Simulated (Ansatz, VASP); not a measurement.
**Y3F: VASP beside Ansatz**

```
Y F
1.0
     4.44224    0.00000    0.00000
     0.00000    4.44224    0.00000
     0.00000    0.00000    4.39658
Y F
3 1
Direct
  0.00000 0.50000 0.50000
  0.50000 0.00000 0.50000
  0.50000 0.50000 0.00000
  0.00000 0.00000 0.00000
```

Alike in both runs: task relaxation of cell and atoms; functional PBE; k mesh 4 × 4 × 4; occupations gaussian, width 0.1 eV; no spin polarisation.

|  | VASP | Ansatz |
| --- | --- | --- |
| version | VASP 6.6.1 | Ansatz 0.2.0 |
| potentials or method | VASP PAW PBE potentials, release 64 (Y_sv, F), cutoff 600 eV | scalar-relativistic, plane waves, PAW |
| valence electrons in the cell | 40 | 40 |

```tsv
	VASP	Ansatz	Ansatz less VASP
gap on the k mesh at the Fermi level, each at its own relaxed structure (eV)	none	none	-
relaxed volume (Å³/atom)	27.73	27.44	-0.290
relaxed length of the cell vector where the two differ most in proportion (Å)	4.764	3.545	-1.2190
```

A gap of «none» marks a metal or a gap that the smearing closes. One of these differences is far larger than is usual between the two programs; its cause wasn't traced.

Noted on VASP's run: the volume moved by over 15 % at a fixed basis, so the end points are rough.
